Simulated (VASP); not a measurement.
A run of VASP 6.6.1:

POSCAR

```
LiF
1.0
    2.7642956400      0.0000000000      0.0000000000
    0.0000000000      2.7642956400      0.0000000000
    0.0000000000      0.0000000000      2.5595330000
Li F
1 1
Direct
    0.0000000000      0.0000000000      0.0000000000
    0.5000000000      0.5000000000      0.5000000000
```

The input INCAR.step1:

```
SYSTEM = LiF
PREC = Accurate
ENCUT = 520
ISMEAR = 0
SIGMA = 0.05
LREAL = .FALSE.
LASPH = .TRUE.
NELM = 100
NBANDS = 12
GGA = PE
ALGO = Normal
EDIFF = 1E-4
LWAVE = .TRUE.
LCHARG = .FALSE.
```

File INCAR.step2:

```
SYSTEM = LiF
PREC = Accurate
ENCUT = 520
EDIFF = 1E-7
ISMEAR = 0
SIGMA = 0.05
LREAL = .FALSE.
LASPH = .TRUE.
NELM = 100
ALGO = Normal
ISIF = 2
LWAVE = .FALSE.
LCHARG = .FALSE.
METAGGA = R2SCAN
LMIXTAU = .TRUE.
NBANDS = 12
ISTART = 1
```

KPOINTS

```
Automatic mesh
0
G
  10 10 10
  0 0 0
```

Potentials or basis: VASP PAW PBE potentials, release 64 (Li_sv, F).

Launch:

```bash
$ cat potpaw_PBE.64/Li_sv/POTCAR potpaw_PBE.64/F/POTCAR > POTCAR
$ cp INCAR.step1 INCAR
$ mpirun -np 1 vasp_std > vasp.out
$ cp INCAR.step2 INCAR
$ mpirun -np 1 vasp_std > vasp.out
```

Hardware: 1 thread of Intel Xeon 8259CL, on a shared host.

Task: Estimate the wall time of this run.

Result: Wall time 2.3 min on 1 thread of Intel Xeon 8259CL (shared host), peak memory 0.15 GiB. Counts: k points 126.
